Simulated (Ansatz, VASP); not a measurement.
Two plane-wave programs on Al4Pt

```
Al Pt
1.0
     2.93444    0.00000    0.00000
    -1.46722    2.54130    0.00000
     0.00000    0.00000    9.43564
Al Pt
4 1
Direct
  0.33333 0.66667 0.86586
  0.33333 0.66667 0.37680
  0.66667 0.33333 0.13414
  0.66667 0.33333 0.62320
  0.00000 0.00000 0.00000
```

Change from the starting cell: species swapped into the Co4H type (P-3m1, No. 164).

Alike in both runs: task relaxation of cell and atoms; functional PBE; k mesh 6 × 6 × 2; occupations gaussian, width 0.1 eV; no spin polarisation.

|  | VASP | Ansatz |
| --- | --- | --- |
| version | VASP 6.6.1 | Ansatz 0.2.0 |
| potentials or method | VASP PAW PBE potentials, release 64 (Al, Pt), cutoff 600 eV | scalar-relativistic, plane waves, PAW |
| valence electrons in the cell | 22 | 30 |

|  | VASP | Ansatz | Ansatz less VASP |
| --- | --- | --- | --- |
| gap on the k mesh at the Fermi level, each at its own relaxed structure (eV) | none | none | - |
| relaxed volume (Å³/atom) | 16.19 | 16.20 | +0.012 |
| relaxed cell length with the largest relative difference (Å) | 11.260 | 11.271 | +0.0105 |

A gap of «none» marks a metal or a gap that the smearing closes. VASP's potentials hold 22 valence electrons a cell and Ansatz's 30, so a difference there can come from the potentials and not from the codes.

The k mesh is coarse, so the values compare programs but aren't converged. Spin-orbit coupling is off throughout. Noted on VASP's run: the volume moved by over 15 % at a fixed basis, so the end points are rough.
